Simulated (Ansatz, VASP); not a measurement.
# Two plane-wave programs on ZrC

```
Zr C
1.0
     0.00000    2.35021    2.35021
     2.35021    0.00000    2.35021
     2.35021    2.35021    0.00000
Zr C
1 1
Direct
  0.43230 0.50000 0.50000
  0.00000 0.00000 0.00000
```

Change from the starting cell: all Zr atoms moved +0.225 Å, as atom 1 towards its neighbour atom 1 (Zr) at 3.324 Å.

Alike in both runs: task single point; functional PBE; k mesh 18 × 18 × 18; occupations gaussian, width 0.15 eV; no spin polarisation.

|  | VASP | Ansatz |
| --- | --- | --- |
| version | VASP 6.6.1 | Ansatz 0.2.0 |
| potentials or method | VASP PAW PBE potentials, release 64 (Zr_sv, C), cutoff 520 eV | scalar-relativistic, plane waves, PAW |
| valence electrons in the cell | 16 | 16 |

VASP gave:

```
gap on the k mesh at the Fermi level (eV)                     : none
pressure (GPa)                                                : 5.4
traceless stress, the component that is largest in VASP (GPa) : -4.85
rms of the force components (eV/Å)                            : 0.873
```

Question: What did Ansatz give for the same quantities?

Answer: gap on the k mesh at the Fermi level (eV): none; pressure (GPa): 5.1; traceless stress, the component that is largest in VASP (GPa): -4.83; rms of the force components (eV/Å): 0.870.

Atom by atom the forces differ by 0.003 eV/Å (rms over components). A gap of «none» marks a metal or a gap that the smearing closes.
